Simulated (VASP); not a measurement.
Set up this calculation in VASP 6.6.1, as the native input.

- Task: single point
- Functional: PBE
- Potentials or basis: VASP PAW PBE potentials, release 64 (Te)
- Cutoff: 520 eV
- k mesh: 8 × 8 × 8
- Occupations: fermi-dirac, width 0.05 eV
- Spin: no spin polarisation
- Dipole correction: no
- Further INCAR settings: ALGO = Normal; EDIFF = 1e-06; NBANDS = 16

The structure of Te lies in POSCAR:

```
Te
1.0
    4.1917590000     -2.3474880000      0.0000000000
    4.1917590000      2.3474880000      0.0000000000
   -0.1291455000      0.0000000000      3.9573500000
Te
3
Direct
    0.6760000000      0.6760000000      0.6750000000
    0.3240000000      0.3240000000      0.3250000000
    0.0000000000      0.0000000000      0.0000000000
```

This cell differs from its parent crystal: equal xx and yy strain of -1 %.

One way to write it, as run:

INCAR

```
PREC = Accurate
ENCUT = 520
EDIFF = 1E-6
ISMEAR = -1
SIGMA = 0.05
LREAL = F
LASPH = T
NELM = 80
ALGO = Normal
ISIF = 2
LWAVE = F
LCHARG = F
GGA = PE
NBANDS = 16
```

KPOINTS

```
Automatic mesh
0
Gamma
  8 8 8
```

Potentials or basis: VASP PAW PBE potentials, release 64 (Te).

Command:

```sh
$ cat potpaw_PBE.64/Te/POTCAR > POTCAR
$ mpirun -np 1 vasp_std > vasp.out
```

It gave:

```
Pressure               : 11.6 GPa
Largest force          : 0.572 eV/Å
Band gap on the k mesh : zero (band 9 reaches 11.11 eV, above the bottom of band 10 at 7.46 eV)
```

Caveat: the cell differs from its parent crystal (equal xx and yy strain of -1 %); spin-orbit coupling is left out, which moves the levels of the heavy elements.

Wall time 110 s on 1 thread of Oxide Virtual Turin-like Processor, on a shared host, peak memory 0.26 GiB.
